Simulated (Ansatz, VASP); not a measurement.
**SrTe: VASP beside Ansatz**

```
Sr Te
1.0
     0.00000    3.23500    3.23500
     3.23500    0.00000    3.23500
     3.23500    3.23500    0.00000
Sr Te
1 1
Direct
  0.50000 0.50000 0.50000
  0.00000 0.00000 0.00000
```

Alike in both runs: task single point; functional PBEsol; k mesh 10 × 10 × 10; occupations gaussian, width 0.05 eV; no spin polarisation.

```csv
,VASP,Ansatz
version,VASP 6.6.1,Ansatz 0.2.0
potentials or method,"VASP PAW PBE potentials, release 64 (Sr_sv, Te), cutoff 500 eV","scalar-relativistic, plane waves, PAW"
valence electrons in the cell,16,26
```

|  | VASP | Ansatz | Ansatz less VASP |
| --- | --- | --- | --- |
| gap on the k mesh at the Fermi level (eV) | 1.35 | 1.39 | +0.033 |
| least direct gap on the mesh (eV) | 2.17 | 2.19 | +0.023 |
| pressure (GPa) | 2.7 | 2.6 | -0.17 |

VASP's potentials were made for PBE, not for PBEsol. VASP's potentials hold 16 valence electrons a cell and Ansatz's 26, so a difference there can come from the potentials and not from the codes.

Spin-orbit coupling is off throughout.
